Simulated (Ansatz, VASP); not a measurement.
**BN: VASP beside Ansatz**

```xyz
10
Lattice="2.5461 0.0000 0.0000 -1.2730 2.2049 0.0000 0.0000 0.0000 10.4483" Properties=species:S:1:pos:R:3 pbc="T T T"
B     0.0000    0.0000   -0.0086
B     0.0000    1.4700    2.0932
B     0.0000    0.0000    4.1897
B     1.2730    0.7350    6.2711
B     0.0000    1.4700    8.3532
N     0.0000    0.0000    1.5654
N     0.0000    1.4700    3.6664
N     0.0000    0.0000    5.7507
N     1.2730    0.7350    7.8332
N     0.0000    1.4700    9.9150
```

Alike in both runs: functional PBEsol; k mesh 12 × 12 × 3; occupations gaussian, width 0.02 eV; no spin polarisation.

Ansatz relaxed the structure, and its values are those at the end. VASP's run is a single point on that final structure, the one shown.

|  | VASP | Ansatz |
| --- | --- | --- |
| version | VASP 6.6.1 | Ansatz 0.2.0 |
| potentials or method | VASP PAW PBE potentials, release 64 (B, N), cutoff 520 eV | scalar-relativistic, plane waves, PAW |
| valence electrons in the cell | 40 | 40 |

Ansatz gave:

| Item | Value |
| --- | --- |
| gap on the k mesh at the Fermi level (eV) | 4.83 |
| least direct gap on the mesh (eV) | 6.91 |
| pressure (GPa) | 0.0 |

Problem. What did VASP give for the same quantities?

Solution. gap on the k mesh at the Fermi level (eV): 4.82; least direct gap on the mesh (eV): 6.90; pressure (GPa): 0.6.

VASP's potentials were made for PBE, not for PBEsol. The functional is the same, so the differences come from potentials, cutoffs and numerics.
